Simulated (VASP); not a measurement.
BaSiGe, 6 atoms in the cell. The cell holds a sheet with vacuum, 6 atoms: a = 4.657 Å, b = 4.657 Å, c = 40.049 Å, α = 90.00°, β = 90.00°, γ = 90.00°. 

| Quantity | Value |
| --- | --- |
| Program | VASP 6.6.1 |
| Task | single point |
| Functional | PBE |
| Dispersion | D3(BJ) |
| Potentials or basis | VASP PAW PBE potentials, release 64 (Ba_sv, Si, Ge_d) |
| Cutoff | 520 eV |
| k mesh | 8 × 8 × 1 |
| Occupations | gaussian, width 0.1 eV |
| Spin | no spin polarisation |
| Dipole correction | yes |
| Further INCAR settings | ALGO = Normal; EDIFF = 1e-06; NBANDS = 37 |

Potentials or basis: VASP PAW PBE potentials, release 64 (Ba_sv, Si, Ge_d).

Run with:

```console
$ cat potpaw_PBE.64/Ba_sv/POTCAR potpaw_PBE.64/Si/POTCAR potpaw_PBE.64/Ge_d/POTCAR > POTCAR
$ mpirun -np 1 vasp_std > vasp.out
```

Hardware: 1 thread of Intel(R) Xeon(R) 6975P-C (Granite Rapids), on a shared host.

Task: How long does it take, and how much memory?

Result: It took 9.4 min on 1 thread of Intel(R) Xeon(R) 6975P-C (Granite Rapids) (shared host), peak memory 1.1 GiB. Counts: scf iterations 25, k points 15.
